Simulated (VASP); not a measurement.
# LiF (Fm-3m) in VASP: a series of runs

The runs below take LiF through single point, relaxation of cell and atoms, with PBE.

All numbers are computed with VASP 6.6.1; they aren't measurements. Logs are shortened: lines on timing, memory, paths and dates and some standing lists are left out, and cuts for length are marked.

### Step 1. The cell of the first run

It takes space group Fm-3m (No. 225, cubic). The conventional cell has a = 4.067 Å, b = 4.067 Å, c = 4.067 Å, α = 90.00°, β = 90.00°, γ = 90.00°. Li (site symmetry m-3m) has 6 F at 2.03 Å within 2.7 Å. F (site symmetry m-3m) has 6 Li at 2.03 Å within 2.7 Å.

### Step 2. Single point, PBE

The input, INCAR:

```
ALGO = Normal
EDIFF = 1E-6
ENCUT = 750
GGA = PE
GGA_COMPAT = False
ISIF = 2
ISMEAR = 0
LASPH = True
LCHARG = False
LREAL = False
LWAVE = False
NBANDS = 12
NELM = 120
PREC = Accurate
SIGMA = 0.05
```

The input, KPOINTS:

```
k-points
0
Gamma
  8 8 8
```

The input, POSCAR:

```
LiF
1.0
    0.0000000000      2.0336630706      2.0336630706
    2.0336630706      0.0000000000      2.0336630706
    2.0336630706      2.0336630706      0.0000000000
Li F
1 1
Direct
    0.0000000000      0.0000000000      0.0000000000
    0.5000000000      0.5000000000      0.5000000000
```

Potentials or basis: VASP PAW PBE potentials, release 64 (Li_sv, F).

Launch:

```bash
cat potpaw_PBE.64/Li_sv/POTCAR potpaw_PBE.64/F/POTCAR > POTCAR
mpirun -np 1 vasp_std > vasp.out
```

OUTCAR:

```text
EDIFF = 1E-6
   ENCUT = 750
   GGA = PE
   ISIF = 2
   ISMEAR = 0
   LASPH = True
   LREAL = False
   NELM = 120
   PREC = Accurate

 ion  position               nearest neighbor table
   1  0.000  0.000  0.000-   2 2.03   2 2.03   2 2.03   2 2.03   2 2.03   2 2.03
   2  0.500  0.500  0.500-   1 2.03   1 2.03   1 2.03   1 2.03   1 2.03   1 2.03

  LATTYP: Found a face centered cubic cell.
 ALAT       =     4.0673261412

  Lattice vectors:

 A1 = (   0.0000000000,   2.0336630706,   2.0336630706)
 A2 = (   2.0336630706,   0.0000000000,   2.0336630706)
 A3 = (   2.0336630706,   2.0336630706,   0.0000000000)

Analysis of symmetry for initial positions (statically):
=====================================================================
 Subroutine PRICEL returns:
 Original cell was already a primitive cell.

 Routine SETGRP: Setting up the symmetry group for a
 face centered cubic supercell.

 Subroutine GETGRP returns: Found 48 space group operations
 (whereof 48 operations were pure point group operations)
 out of a pool of 48 trial point group operations.

The static configuration has the point symmetry O_h .

Analysis of symmetry for dynamics (positions and initial velocities):
=====================================================================
 Subroutine PRICEL returns:
 Original cell was already a primitive cell.

 Routine SETGRP: Setting up the symmetry group for a
 face centered cubic supercell.

 Subroutine GETGRP returns: Found 48 space group operations
 (whereof 48 operations were pure point group operations)
 out of a pool of 48 trial point group operations.

The dynamic configuration has the point symmetry O_h .

 Subroutine INISYM returns: Found 48 space group operations
 (whereof 48 operations are pure point group operations),
 and found     1 'primitive' translations

----------------------------------------------------------------------------------------

                                     Primitive cell

  volume of cell :      16.8216

  direct lattice vectors                    reciprocal lattice vectors
     0.000000000  2.033663071  2.033663071    -0.245861769  0.245861769  0.245861769
     2.033663071  0.000000000  2.033663071     0.245861769 -0.245861769  0.245861769
     2.033663071  2.033663071  0.000000000     0.245861769  0.245861769 -0.245861769

  length of vectors
     2.876033896  2.876033896  2.876033896     0.425845075  0.425845075  0.425845075

  position of ions in fractional coordinates (direct lattice)
     0.000000000  0.000000000  0.000000000
     0.500000000  0.500000000  0.500000000

  ion indices of the primitive-cell ions
   primitive index   ion index
                 1           1
                 2           2

----------------------------------------------------------------------------------------

 KPOINTS: k-points

Automatic generation of k-mesh.
 Grid dimensions read from file:
 generate k-points for:    8    8    8

 Generating k-lattice:

  Cartesian coordinates                     Fractional coordinates (reciprocal lattice)
    -0.030732721  0.030732721  0.030732721     0.125000000  0.000000000  0.000000000
     0.030732721 -0.030732721  0.030732721     0.000000000  0.125000000  0.000000000
     0.030732721  0.030732721 -0.030732721     0.000000000  0.000000000  0.125000000

  Length of vectors
     0.053230634  0.053230634  0.053230634

  Shift w.r.t. Gamma in fractional coordinates (k-lattice)
     0.000000000  0.000000000  0.000000000

 Subroutine IBZKPT returns following result:
 ===========================================

 Found     29 irreducible k-points:

 Following reciprocal coordinates:
            Coordinates               Weight
  0.000000  0.000000  0.000000      1.000000
  0.125000  0.000000  0.000000      8.000000
  0.250000  0.000000  0.000000      8.000000
  0.375000  0.000000  0.000000      8.000000
  0.500000  0.000000  0.000000      4.000000
  0.125000  0.125000  0.000000      6.000000
[... 16 lines left out ...]
  0.500000  0.250000  0.125000     48.000000
 -0.375000  0.250000  0.125000     24.000000
 [... further k-points ...]
   k-points           NKPTS =     29   k-points in BZ     NKDIM =     29   number of bands    NBANDS=     12
   number of dos      NEDOS =    301   number of ions     NIONS =      2
   total plane-waves  NPLWV =  21952
   dimension x,y,z NGX =    28 NGY =   28 NGZ =   28
   dimension x,y,z NGXF=    56 NGYF=   56 NGZF=   56
   ions per type =               1   1
   NGX,Y,Z   is equivalent  to a cutoff of  16.19, 16.19, 16.19 a.u.
   NGXF,Y,Z  is equivalent  to a cutoff of  32.37, 32.37, 32.37 a.u.
 SYSTEM =  unknown system
   PREC   = accura    normal or accurate (medium, high low for compatibility)
   ISTART =      0    job   : 0-new  1-cont  2-samecut
   ICHARG =      2    charge: 1-file 2-atom 10-const
   ISPIN  =      1    spin polarized calculation?
   LNONCOLLINEAR =      F non collinear calculations
   LSORBIT =      F    spin-orbit coupling
   LASPH  =      T    aspherical Exc in radial PAW
   ENCUT  =  750.0 eV  55.12 Ry    7.42 a.u.   6.42  6.42  6.42*2*pi/ulx,y,z
   NELM   =    120;   NELMIN=  2; NELMDL= -5     # of ELM steps
   EDIFF  = 0.1E-05   stopping-criterion for ELM
   LREAL  =      F    real-space projection
   EDIFFG = 0.1E-04   stopping-criterion for IOM
   NSW    =      0    number of steps for IOM
   IBRION =     -1    ionic relax: 0-MD 1-quasi-New 2-CG
   NFREE  =      0    steps in history (QN), initial steepest desc. (CG)
   ISIF   =      2    stress and relaxation
   ISYM   =      2    0-nonsym 1-usesym 2-fastsym
   POTIM  = 0.5000    time-step for ionic-motion
   TEBEG  =    0.0;   TEEND  =   0.0 temperature during run
   PSTRESS=    0.0 pullay stress
   NELECT =      10.0000    total number of electrons
   NUPDOWN=      -1.0000    fix difference up-down
   EMIN   =  10.00;   EMAX   =-10.00  energy-range for DOS
   EFERMI =   0.00;   METHOD = LEGACY
   ISMEAR =     0;   SIGMA  =   0.05  broadening in eV -4-tet -1-fermi 0-gaus
   EFERMI_NEDOS =   21; number of points for ismear=-14 and -15
   IALGO  =     38    algorithm
   IMIX   =      4    mixing-type and parameters
     AMIX     =   0.40;   BMIX     =  1.00
     AMIX_MAG =   1.60;   BMIX_MAG =  1.00
  volume/ion in A,a.u.               =       8.41        56.76
  Fermi-wavevector in a.u.,A,eV,Ry     =   1.376530  2.601265 25.780811  1.894836
  Thomas-Fermi vector in A             =   2.501767
   LORBIT       =      0    0 simple, 1 ext, 2 COOP (PROOUT), +10 PAW based schemes
   GGA     = PE    functional components
   LHFCALC =     F    Hartree Fock is set to
   AEXX    =    0.0000 exact exchange contribution
   IVDW    =     0    specifies the selected vdW correction
   LEPSILON=     F    determine dielectric tensor
   LRPA    =     F    only Hartree local field effects (RPA)
 non-spin polarized calculation
 Gauss-broadening in eV      SIGMA  =   0.05
  energy-cutoff  :      750.00
  volume of cell :       16.82
 maximum number of plane-waves:       817
 NGX is ok and might be reduce to    28
   NGX = 13   NGY = 13   NGZ = 13

 number of electron      10.0000000 magnetization

 number of electron       9.9999999 magnetization

 Free energy of the ion-electron system (eV)
  ---------------------------------------------------
  ext. energy  EPLUGINS =         0.00000000
  ---------------------------------------------------
  free energy    TOTEN  =        -9.64505759 eV

  energy without entropy =       -9.64505759  energy(sigma->0) =       -9.64505759

 E-fermi :  -0.7947     XC(G=0):  -9.8433

 val. band max:       -1.2012627317   @ k =   0.0000   0.0000   0.0000
 cond. band min:       7.6233728220   @ k =   0.0000   0.0000   0.0000
 fundamental gap:      8.8246355537
 Fermi energy:        -0.7947275505

 k-point     1 :       0.0000    0.0000    0.0000
  band No.  band energies     occupation
      1     -42.1750      2.00000
      2     -21.0946      2.00000
      3      -1.2013      2.00000
      4      -1.2013      2.00000
      5      -1.2013      2.00000
      6       7.6234      0.00000
      7      22.3870      0.00000
      8      22.3870      0.00000
      9      22.3870      0.00000
     10      22.8412      0.00000
     11      22.8412      0.00000
     12      22.8412      0.00000

 k-point     2 :       0.1250    0.0000    0.0000
  band No.  band energies     occupation
      1     -42.1675      2.00000
      2     -21.0378      2.00000
      3      -1.6241      2.00000
      4      -1.2352      2.00000
      5      -1.2352      2.00000
      6       8.0620      0.00000
      7      19.1192      0.00000
      8      20.8185      0.00000
      9      20.8185      0.00000
     10      24.0509      0.00000
     11      24.1515      0.00000
     12      24.1515      0.00000

 k-point     3 :       0.2500    0.0000    0.0000
  band No.  band energies     occupation
      1     -42.1494      2.00000
      2     -20.8952      2.00000
      3      -2.5279      2.00000
      4      -1.3140      2.00000
      5      -1.3140      2.00000
      6       8.9049      0.00000
      7      16.4795      0.00000
      8      19.0809      0.00000
      9      19.0809      0.00000
     10      25.3966      0.00000
     11      25.9624      0.00000
     12      25.9624      0.00000

 k-point     4 :       0.3750    0.0000    0.0000
  band No.  band energies     occupation
      1     -42.1312      2.00000
      2     -20.7454      2.00000
      3      -3.3250      2.00000
      4      -1.3893      2.00000
      5      -1.3893      2.00000
      6       9.3704      0.00000
      7      15.3554      0.00000
      8      17.8862      0.00000
      9      17.8862      0.00000
     10      27.2371      0.00000
     11      28.1047      0.00000
     12      28.1047      0.00000

 k-point     5 :       0.5000    0.0000    0.0000
  band No.  band energies     occupation
      1     -42.1236      2.00000
      2     -20.6811      2.00000
      3      -3.6344      2.00000
      4      -1.4197      2.00000
      5      -1.4197      2.00000
      6       9.4237      0.00000
      7      15.1836      0.00000
      8      17.4675      0.00000
      9      17.4676      0.00000
     10      28.6243      0.00000
     11      29.3158      0.00000
     12      29.3158      0.00000
[... 228 lines left out ...]
      1     -42.1103      2.00000
      2     -20.4367      2.00000
      3      -4.0828      2.00000
      4      -2.1569      2.00000
      5      -2.1569      2.00000
      6      13.3374      0.00000
      7      15.1385      0.00000
      8      15.8797      0.00000
      9      18.6944      0.00000
     10      18.6944      0.00000
     11      31.3691      0.00000
     12      36.4760      0.00000

 k-point    22 :       0.3750    0.2500    0.1250
  band No.  band energies     occupation
      1     -42.1365      2.00000
      2     -20.7670      2.00000
      3      -2.7771      2.00000
      4      -1.9256      2.00000
      5      -1.4794      2.00000
      6      10.0372      0.00000
      7      15.6520      0.00000
      8      18.1341      0.00000
      9      18.6363      0.00000
     10      22.2031      0.00000
     11      29.4933      0.00000
     12      29.5034      0.00000

 k-point    23 :       0.5000    0.2500    0.1250
  band No.  band energies     occupation
      1     -42.1224      2.00000
      2     -20.6308      2.00000
      3      -3.2453      2.00000
      4      -2.2647      2.00000
      5      -1.5969      2.00000
      6      10.8722      0.00000
      7      14.5304      0.00000
      8      17.5882      0.00000
      9      17.9676      0.00000
     10      24.1564      0.00000
     11      28.6189      0.00000
     12      31.3342      0.00000

 k-point    24 :      -0.3750    0.2500    0.1250
  band No.  band energies     occupation
      1     -42.1165      2.00000
      2     -20.5726      2.00000
      3      -3.4437      2.00000
      4      -2.3749      2.00000
      5      -1.6626      2.00000
      6      11.1239      0.00000
      7      14.2760      0.00000
      8      17.4935      0.00000
      9      17.6119      0.00000
     10      25.9914      0.00000
     11      27.0778      0.00000
     12      32.4822      0.00000

 [... further k-points ...]

------------------------ aborting loop because EDIFF is reached ----------------------------------------

  FORCE on cell =-STRESS in cart. coord.  units (eV):
  Direction    XX          YY          ZZ          XY          YZ          ZX
  --------------------------------------------------------------------------------------
  -------------------------------------------------------------------------------------
  Total       -0.0719157     -0.0719157     -0.0719157     -0.0000000      0.0000000      0.0000000
  in kB       -6.8496320     -6.8496320     -6.8496320     -0.0000000      0.0000000      0.0000000
  external PRESSURE =      -6.8496320 kB  Pullay stress =       0.0000000 kB

 VOLUME and BASIS-vectors are now :
 -----------------------------------------------------------------------------
  energy-cutoff  :      750.00
  volume of cell :       16.82
      direct lattice vectors                 reciprocal lattice vectors
     0.000000000  2.033663071  2.033663071    -0.245861769  0.245861769  0.245861769
     2.033663071  0.000000000  2.033663071     0.245861769 -0.245861769  0.245861769
     2.033663071  2.033663071  0.000000000     0.245861769  0.245861769 -0.245861769

 POSITION                                       TOTAL-FORCE (eV/Angst)
 -----------------------------------------------------------------------------------
      0.00000      0.00000      0.00000        -0.000000      0.000000     -0.000000
      2.03366      2.03366      2.03366         0.000000     -0.000000      0.000000
 -----------------------------------------------------------------------------------
    total drift:                                0.000000      0.000000      0.000000

  FREE ENERGIE OF THE ION-ELECTRON SYSTEM (eV)
  ---------------------------------------------------
  free  energy   TOTEN  =        -9.6450575884 eV

  energy  without entropy=       -9.6450575884  energy(sigma->0) =       -9.64505759
```

Wall time 7.9 s (1 thread of AMD EPYC 7R13 (Zen 3), shared host); peak memory 0.12 GiB.

What came out:

- Free energy: -9.6451 eV
- Pressure: -0.7 GPa
- Band gap on the k mesh: 8.82 eV

[end of part 1 of 2]
